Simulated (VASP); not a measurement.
Set up this calculation in VASP 6.6.1, as the native input.

| Quantity | Value |
| --- | --- |
| Task | single point |
| Functional | PBEsol |
| Potentials or basis | VASP PAW PBE potentials, release 64 (Cu) |
| Cutoff | 520 eV |
| k mesh | 25 × 25 × 25 |
| Occupations | fermi-dirac, width 0.1 eV |
| Spin | no spin polarisation |
| Dipole correction | no |
| Further INCAR settings | ALGO = Normal; EDIFF = 1e-06; NBANDS = 12 |

The structure of Cu lies in POSCAR:

```
Cu
1.0
   -1.4158377631      1.4158377631      1.4158377631
    1.4158377631     -1.4158377631      1.4158377631
    1.4158377631      1.4158377631     -1.4158377631
Cu
1
Direct
    0.0000000000      0.0000000000      0.0000000000
```

The input as run:

INCAR

```
PREC = Accurate
ENCUT = 520
EDIFF = 1E-6
ISMEAR = -1
SIGMA = 0.1
LREAL = F
LASPH = T
NELM = 100
ALGO = Normal
ISIF = 2
LWAVE = F
LCHARG = F
GGA = PS
NBANDS = 12
```

KPOINTS

```
regular mesh
0
Gamma
  25 25 25
```

Potentials or basis: VASP PAW PBE potentials, release 64 (Cu).

Run with:

```console
$ cat potpaw_PBE.64/Cu/POTCAR > POTCAR
$ mpirun -np 1 vasp_std > vasp.out
```

Results of the run:

```json
{
  "Pressure": "0.8 GPa"
}
```

Caveat: the PAW data sets were made with another functional, which shifts forces and pressure a little.

It took 17 s on 1 thread of Intel(R) Xeon(R) 6975P-C (Granite Rapids), with other jobs on the host, peak memory 0.16 GiB.
